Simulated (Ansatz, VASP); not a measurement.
**One calculation of BiTe, two programs**

```xyz
2
Lattice="0.0000 3.2350 3.2350 3.2350 0.0000 3.2350 3.2350 3.2350 0.0000" Properties=species:S:1:pos:R:3 pbc="T T T"
Bi    0.0000    0.0000    0.0000
Te    3.2350    3.2350    3.2350
```

Alike in both runs: functional PBE; k mesh 6 × 6 × 6; occupations fermi-dirac, width 0.05 eV; no spin polarisation.

|  | VASP | Ansatz |
| --- | --- | --- |
| version | VASP 6.6.1 | Ansatz 0.2.0 |
| potentials or method | VASP PAW PBE potentials, release 64 (Bi_d, Te) | Ansatz PAW |
| plane-wave cutoff (eV) | 500 | 420 |
| valence electrons in the cell | 21 | 31 |
| task | single point | band structure |

```tsv
	VASP	Ansatz	Ansatz less VASP
gap on the k mesh at the Fermi level (eV)	none	none	-
pressure (GPa)	0.9	0.9	+0.06
```

A gap of «none» marks a metal or a gap that the smearing closes. VASP's potentials hold 21 valence electrons a cell and Ansatz's 31, so a difference there can come from the potentials and not from the codes.

Spin-orbit coupling is off throughout.
